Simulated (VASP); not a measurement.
# SrSi2Au (P-6m2) in VASP: single point with PBE

Aim: the single point of SrSi2Au with PBE.

Program: VASP 6.6.1. These are calculated values, not measurements. Logs are shortened: lines on timing, memory, paths and dates and some standing lists are left out, and cuts for length are marked.

**1. The cell of the first run**

It takes space group P-6m2 (No. 187, hexagonal). Conventional cell: a = 4.318 Å, b = 4.318 Å, c = 5.539 Å, α = 90.00°, β = 90.00°, γ = 120.00°. Within 3.3 Å of Sr (site symmetry -6m2) lie 5 Si at 2.49 to 2.77 Å and 3 Au at 2.49 Å. Si (site symmetry -6m2) has 2 Sr at 2.77 Å within 3.7 Å. Within 3.3 Å of Si (site symmetry -6m2) lie 3 Au at 2.49 Å and 3 Sr at 2.49 Å. Within 3.3 Å of Au (site symmetry -6m2) lie 3 Si at 2.49 Å and 3 Sr at 2.49 Å.

**2. Single point, PBE**

INCAR

```
PREC = Accurate
ENCUT = 500
EDIFF = 1E-6
ISMEAR = 0
SIGMA = 0.1
LREAL = F
LASPH = T
NELM = 120
ALGO = Normal
ISIF = 2
LWAVE = F
LCHARG = F
GGA = PE
NBANDS = 22
GGA_COMPAT = F
```

KPOINTS

```
regular mesh
0
Gamma
  6 6 4
```

POSCAR

```
SrSi2Au
1.0
    4.3182380000      0.0000000000      0.0000000000
   -2.1591190000      3.7397038000      0.0000000000
    0.0000000000      0.0000000000      5.5387888600
Sr Si Au
1 2 1
Direct
    0.0000000000      0.0000000000      0.5000000000
    0.0000000000      0.0000000000      0.0000000000
    0.6666666700      0.3333333300      0.5000000000
    0.3333333300      0.6666666700      0.5000000000
```

Potentials or basis: VASP PAW PBE potentials, release 64 (Sr_sv, Si, Au).

On the command line:

```
$ cat potpaw_PBE.64/Sr_sv/POTCAR potpaw_PBE.64/Si/POTCAR potpaw_PBE.64/Au/POTCAR > POTCAR
$ mpirun -np 1 vasp_std > vasp.out
```

OUTCAR:

```text
PREC = Accurate
   ENCUT = 500
   EDIFF = 1E-6
   ISMEAR = 0
   LREAL = F
   LASPH = T
   NELM = 120
   ISIF = 2
   GGA = PE

 ion  position               nearest neighbor table
   1  0.000  0.000  0.500-   3 2.49   4 2.49   4 2.49   3 2.49   3 2.49   4 2.49   2 2.77   2 2.77

   2  0.000  0.000  0.000-   1 2.77   1 2.77
   3  0.667  0.333  0.500-   4 2.49   1 2.49   4 2.49   1 2.49   1 2.49   4 2.49
   4  0.333  0.667  0.500-   3 2.49   1 2.49   3 2.49   1 2.49   1 2.49   3 2.49

  LATTYP: Found a hexagonal cell.
 ALAT       =     4.3182380000
 C/A-ratio  =     1.2826502059

  Lattice vectors:

 A1 = (   4.3182380000,   0.0000000000,   0.0000000000)
 A2 = (  -2.1591190000,   3.7397038000,   0.0000000000)
 A3 = (   0.0000000000,   0.0000000000,   5.5387888600)

Analysis of symmetry for initial positions (statically):
=====================================================================
 Subroutine PRICEL returns:
 Original cell was already a primitive cell.

 Routine SETGRP: Setting up the symmetry group for a
 hexagonal supercell.

 Subroutine GETGRP returns: Found 12 space group operations
 (whereof 12 operations were pure point group operations)
 out of a pool of 24 trial point group operations.

The static configuration has the point symmetry D_3h.

Analysis of symmetry for dynamics (positions and initial velocities):
=====================================================================
 Subroutine PRICEL returns:
 Original cell was already a primitive cell.

 Routine SETGRP: Setting up the symmetry group for a
 hexagonal supercell.

 Subroutine GETGRP returns: Found 12 space group operations
 (whereof 12 operations were pure point group operations)
 out of a pool of 24 trial point group operations.

The dynamic configuration has the point symmetry D_3h.

 Subroutine INISYM returns: Found 12 space group operations
 (whereof 12 operations are pure point group operations),
 and found     1 'primitive' translations

----------------------------------------------------------------------------------------

                                     Primitive cell

  volume of cell :      89.4455

  direct lattice vectors                    reciprocal lattice vectors
     4.318238000  0.000000000  0.000000000     0.231575934  0.133700428  0.000000000
    -2.159119000  3.739703800  0.000000000     0.000000000  0.267400857  0.000000000
     0.000000000  0.000000000  5.538788860     0.000000000  0.000000000  0.180544885

  length of vectors
     4.318238000  4.318237993  5.538788860     0.267400856  0.267400857  0.180544885

  position of ions in fractional coordinates (direct lattice)
     0.000000000  0.000000000  0.500000000
     0.000000000  0.000000000  0.000000000
     0.666666670  0.333333330  0.500000000
     0.333333330  0.666666670  0.500000000

  ion indices of the primitive-cell ions
   primitive index   ion index
                 1           1
                 2           2
                 3           3
                 4           4

----------------------------------------------------------------------------------------

 KPOINTS: regular mesh

Automatic generation of k-mesh.
 Grid dimensions read from file:
 generate k-points for:    6    6    4

 Generating k-lattice:

  Cartesian coordinates                     Fractional coordinates (reciprocal lattice)
     0.038595989  0.022283405  0.000000000     0.166666667  0.000000000  0.000000000
     0.000000000  0.044566809  0.000000000     0.000000000  0.166666667  0.000000000
     0.000000000  0.000000000  0.045136221     0.000000000  0.000000000  0.250000000

  Length of vectors
     0.044566809  0.044566809  0.045136221

  Shift w.r.t. Gamma in fractional coordinates (k-lattice)
     0.000000000  0.000000000  0.000000000

 Subroutine IBZKPT returns following result:
 ===========================================

 Found     21 irreducible k-points:

 Following reciprocal coordinates:
            Coordinates               Weight
  0.000000  0.000000  0.000000      1.000000
  0.166667 -0.000000  0.000000      6.000000
  0.333333  0.000000  0.000000      6.000000
  0.500000  0.000000  0.000000      3.000000
  0.166667  0.166667  0.000000      6.000000
  0.333333  0.166667  0.000000     12.000000
[... 13 lines left out ...]
  0.333333  0.166667  0.500000     12.000000
  0.333333  0.333333  0.500000      2.000000
   k-points           NKPTS =     21   k-points in BZ     NKDIM =     21   number of bands    NBANDS=     22
   number of dos      NEDOS =    301   number of ions     NIONS =      4
   total plane-waves  NPLWV =  40960
   dimension x,y,z NGX =    32 NGY =   32 NGZ =   40
   dimension x,y,z NGXF=    64 NGYF=   64 NGZF=   80
   ions per type =               1   2   1
   NGX,Y,Z   is equivalent  to a cutoff of  12.32, 12.32, 12.01 a.u.
   NGXF,Y,Z  is equivalent  to a cutoff of  24.64, 24.64, 24.01 a.u.
 SYSTEM =  unknown system
   PREC   = accura    normal or accurate (medium, high low for compatibility)
   ISTART =      0    job   : 0-new  1-cont  2-samecut
   ICHARG =      2    charge: 1-file 2-atom 10-const
   ISPIN  =      1    spin polarized calculation?
   LNONCOLLINEAR =      F non collinear calculations
   LSORBIT =      F    spin-orbit coupling
   LASPH  =      T    aspherical Exc in radial PAW
   ENCUT  =  500.0 eV  36.75 Ry    6.06 a.u.   7.87  7.87 10.10*2*pi/ulx,y,z
   NELM   =    120;   NELMIN=  2; NELMDL= -5     # of ELM steps
   EDIFF  = 0.1E-05   stopping-criterion for ELM
   LREAL  =      F    real-space projection
   EDIFFG = 0.1E-04   stopping-criterion for IOM
   NSW    =      0    number of steps for IOM
   IBRION =     -1    ionic relax: 0-MD 1-quasi-New 2-CG
   NFREE  =      0    steps in history (QN), initial steepest desc. (CG)
   ISIF   =      2    stress and relaxation
   ISYM   =      2    0-nonsym 1-usesym 2-fastsym
   POTIM  = 0.5000    time-step for ionic-motion
   TEBEG  =    0.0;   TEEND  =   0.0 temperature during run
   PSTRESS=    0.0 pullay stress
   NELECT =      29.0000    total number of electrons
   NUPDOWN=      -1.0000    fix difference up-down
   EMIN   =  10.00;   EMAX   =-10.00  energy-range for DOS
   EFERMI =   0.00;   METHOD = LEGACY
   ISMEAR =     0;   SIGMA  =   0.10  broadening in eV -4-tet -1-fermi 0-gaus
   EFERMI_NEDOS =   21; number of points for ismear=-14 and -15
   IALGO  =     38    algorithm
   IMIX   =      4    mixing-type and parameters
     AMIX     =   0.40;   BMIX     =  1.00
     AMIX_MAG =   1.60;   BMIX_MAG =  1.00
  volume/ion in A,a.u.               =      22.36       150.90
  Fermi-wavevector in a.u.,A,eV,Ry     =   1.124660  2.125299 17.209471  1.264860
  Thomas-Fermi vector in A             =   2.261333
   LORBIT       =      0    0 simple, 1 ext, 2 COOP (PROOUT), +10 PAW based schemes
   GGA     = PE    functional components
   LHFCALC =     F    Hartree Fock is set to
   AEXX    =    0.0000 exact exchange contribution
   IVDW    =     0    specifies the selected vdW correction
   LEPSILON=     F    determine dielectric tensor
   LRPA    =     F    only Hartree local field effects (RPA)
 non-spin polarized calculation
 Gauss-broadening in eV      SIGMA  =   0.10
  energy-cutoff  :      500.00
  volume of cell :       89.45
 maximum number of plane-waves:      2288
 NGX is ok and might be reduce to    32
   NGX = 15   NGY = 15   NGZ = 21

 number of electron      29.0000001 magnetization

 Free energy of the ion-electron system (eV)
  ---------------------------------------------------
  ext. energy  EPLUGINS =         0.00000000
  ---------------------------------------------------
  free energy    TOTEN  =        -7.20293008 eV

  energy without entropy =       -7.17630026  energy(sigma->0) =       -7.18961517

 E-fermi :   5.1929     XC(G=0):  -9.7957

 val. band max:        5.1733527708   @ k =   0.3333   0.3333   0.2500
 cond. band min:       5.1937203303   @ k =   0.3333   0.3333   0.0000
 fundamental gap:      0.0203675595
 Fermi energy:         5.1928774341

 k-point     1 :       0.0000    0.0000    0.0000
  band No.  band energies     occupation
      1     -28.9155      2.00000
      2     -12.0030      2.00000
      3     -12.0030      2.00000
      4     -11.1265      2.00000
      5      -4.5567      2.00000
      6      -2.2394      2.00000
[... 14 lines left out ...]
     21      10.0896      0.00000
     22      12.0583      0.00000

 k-point     2 :       0.1667   -0.0000    0.0000
  band No.  band energies     occupation
      1     -28.9046      2.00000
      2     -12.1302      2.00000
      3     -11.9745      2.00000
      4     -11.1239      2.00000
      5      -3.9931      2.00000
      6      -2.0509      2.00000
[... 14 lines left out ...]
     21      10.6067      0.00000
     22      11.8574      0.00000

 k-point     3 :       0.3333    0.0000    0.0000
  band No.  band energies     occupation
      1     -28.8829      2.00000
      2     -12.3447      2.00000
      3     -11.9165      2.00000
      4     -11.1184      2.00000
      5      -3.1587      2.00000
      6      -1.9218      2.00000
[... 14 lines left out ...]
     21      10.5109      0.00000
     22      10.7464      0.00000

 k-point     4 :       0.5000    0.0000    0.0000
  band No.  band energies     occupation
      1     -28.8720      2.00000
      2     -12.4358      2.00000
      3     -11.8870      2.00000
      4     -11.1156      2.00000
      5      -3.2784      2.00000
      6      -1.7000      2.00000
[... 14 lines left out ...]
     21       9.0208      0.00000
     22      10.6844      0.00000

 k-point     5 :       0.1667    0.1667    0.0000
  band No.  band energies     occupation
      1     -28.8883      2.00000
      2     -12.2671      2.00000
      3     -11.9611      2.00000
      4     -11.1197      2.00000
      5      -3.2898      2.00000
      6      -1.9565      2.00000
[... 342 lines left out ...]
 k-point    19 :       0.1667    0.1667    0.5000
  band No.  band energies     occupation
      1     -28.8878      2.00000
      2     -12.2651      2.00000
      3     -11.9599      2.00000
      4     -11.1764      2.00000
      5      -3.1058      2.00000
      6      -1.6194      2.00000
[... 14 lines left out ...]
     21      11.0695      0.00000
     22      11.4160      0.00000

 k-point    20 :       0.3333    0.1667    0.5000
  band No.  band energies     occupation
      1     -28.8715      2.00000
      2     -12.3544      2.00000
      3     -11.9716      2.00000
      4     -11.1694      2.00000
      5      -3.3677      2.00000
      6      -1.0549      2.00000
[... 14 lines left out ...]
     21      10.9011      0.00000
     22      12.0513      0.00000

 k-point    21 :       0.3333    0.3333    0.5000
  band No.  band energies     occupation
      1     -28.8662      2.00000
      2     -12.2541      2.00000
      3     -12.1074      2.00000
      4     -11.1669      2.00000
      5      -3.6390      2.00000
      6      -0.9203      2.00000
[... 14 lines left out ...]
     21      11.9156      0.00000
     22      12.1412      0.00000

------------------------ aborting loop because EDIFF is reached ----------------------------------------

  FORCE on cell =-STRESS in cart. coord.  units (eV):
  Direction    XX          YY          ZZ          XY          YZ          ZX
  --------------------------------------------------------------------------------------
  -------------------------------------------------------------------------------------
  Total       28.6137086     28.6137085      4.4826327     -0.0000000      0.0000000      0.0000000
  in kB      512.5380853    512.5380832     80.2943789     -0.0000000      0.0000000      0.0000000
  external PRESSURE =     368.4568491 kB  Pullay stress =       0.0000000 kB

 VOLUME and BASIS-vectors are now :
 -----------------------------------------------------------------------------
  energy-cutoff  :      500.00
  volume of cell :       89.45
      direct lattice vectors                 reciprocal lattice vectors
     4.318238000  0.000000000  0.000000000     0.231575934  0.133700428  0.000000000
    -2.159119000  3.739703800  0.000000000     0.000000000  0.267400857  0.000000000
     0.000000000  0.000000000  5.538788860     0.000000000  0.000000000  0.180544885

 POSITION                                       TOTAL-FORCE (eV/Angst)
 -----------------------------------------------------------------------------------
      0.00000      0.00000      2.76939        -0.000000     -0.000000      0.000000
      0.00000      0.00000      0.00000        -0.000000      0.000000      0.000000
      2.15912      1.24657      2.76939         0.000000     -0.000000      0.000000
     -0.00000      2.49314      2.76939        -0.000000     -0.000000      0.000000
 -----------------------------------------------------------------------------------
    total drift:                                0.000008     -0.000005     -0.000000

  FREE ENERGIE OF THE ION-ELECTRON SYSTEM (eV)
  ---------------------------------------------------
  free  energy   TOTEN  =        -7.2029300777 eV

  energy  without entropy=       -7.1763002604  energy(sigma->0) =       -7.18961517
```

Run time: 32 s. Hardware: 1 thread of AMD EPYC 7R43 (Zen 3), shared host; peak memory 0.18 GiB.

Results:

```yaml
Free_energy: -7.2029 eV
Pressure: 36.8 GPa
```

Caveat: spin-orbit coupling is left out, which moves the levels of the heavy elements.
